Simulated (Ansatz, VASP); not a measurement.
## One calculation of MnO, two programs

The input INCAR:

```
SYSTEM = MnO
ALGO = Normal ; EDIFF = 1E-6
ENCUT = 700 ; GGA_COMPAT = .FALSE.
ISIF = 2 ; ISMEAR = 0
ISPIN = 2 ; LASPH = .TRUE.
LCHARG = .TRUE. ; LDAU = .TRUE.
LDAUJ = 0.7 0 ; LDAUL = 2 -1
LDAUPRINT = 1 ; LDAUTYPE = 1
LDAUU = 4 0 ; LELF = .TRUE.
LMAXMIX = 4 ; LORBIT = 11
LREAL = .FALSE. ; LVHAR = .TRUE.
LWAVE = .FALSE. ; MAGMOM = 5 0
NBANDS = 22 ; NELM = 200
PREC = Accurate ; SIGMA = 0.05
```

Contents of KPOINTS:

```
k-points
0
G
  7 7 7
  0 0 0
```

Contents of POSCAR:

```
MnO
1.0
    0.0000000000      2.2220003300      2.2220003300
    2.2220003300      0.0000000000      2.2220003300
    2.2220003300      2.2220003300      0.0000000000
Mn O
1 1
Direct
    0.0000000000      0.0000000000      0.0000000000
    0.5000000000      0.5000000000      0.5000000000
```

Input for Ansatz:

```yaml
crystal:
  lattice:
    - [0.0, 2.22200033, 2.22200033]
    - [2.22200033, 0.0, 2.22200033]
    - [2.22200033, 2.22200033, 0.0]
  atoms:
    - { symbol: Mn, position: [0.0, 0.0, 0.0], spin: 5.0 }
    - { symbol: O, position: [0.5, 0.5, 0.5] }
basis:
  ecutwfc: 420
  ecutrho_ratio: 4
kpoints:
  mp_grid: { grid: [7, 7, 7] }
hamiltonian:
  xc: lda
  hubbard: { sites: [{ site: 0, l: d, u: 4.0, j: 0.7 }] }
scf:
  occupations: { method: gaussian, width: 0.05 }
  lower_state_search: "off"
  max_iter: 150
output:
  forces: true
  stress: true
  eigenvalues: true
  populations: true
  hubbard: { sites: [{ site: 0, l: d }] }
magnetization:
  spin_polarized: true
```

Alike in both runs: task single point; functional LDA; k mesh 7 × 7 × 7; occupations gaussian, width 0.05 eV; collinear spin; Hubbard terms Mn d U = 4.0 eV, J = 0.7 eV.

|  | VASP | Ansatz |
| --- | --- | --- |
| version | VASP 6.6.1 | Ansatz 0.2.0 |
| potentials or method | VASP PAW LDA potentials, release 64 (Mn_sv, O), cutoff 700 eV | scalar-relativistic, plane waves, PAW |
| valence electrons in the cell | 21 | 21 |

|  | VASP | Ansatz | Ansatz less VASP |
| --- | --- | --- | --- |
| gap on the k mesh at the Fermi level (eV) | 0.10 | 0.10 | +0.009 |
| least direct gap on the mesh (eV) | 2.61 | 2.60 | -0.008 |
| pressure (GPa) | -6.6 | -3.9 | +2.62 |
| net moment per atom (μB) | 2.50 | 2.50 | 0.000 |
| size of the moment on the site where the two differ most (μB) | 4.43 | 4.24 | -0.192 |

LDA's correlation is that of Perdew and Zunger in VASP and of Perdew and Wang (1992) in Ansatz. Site moments also hang on the region over which each program counts them. The programs project onto different local orbitals, so the same U acts differently, and such runs can settle in different states.
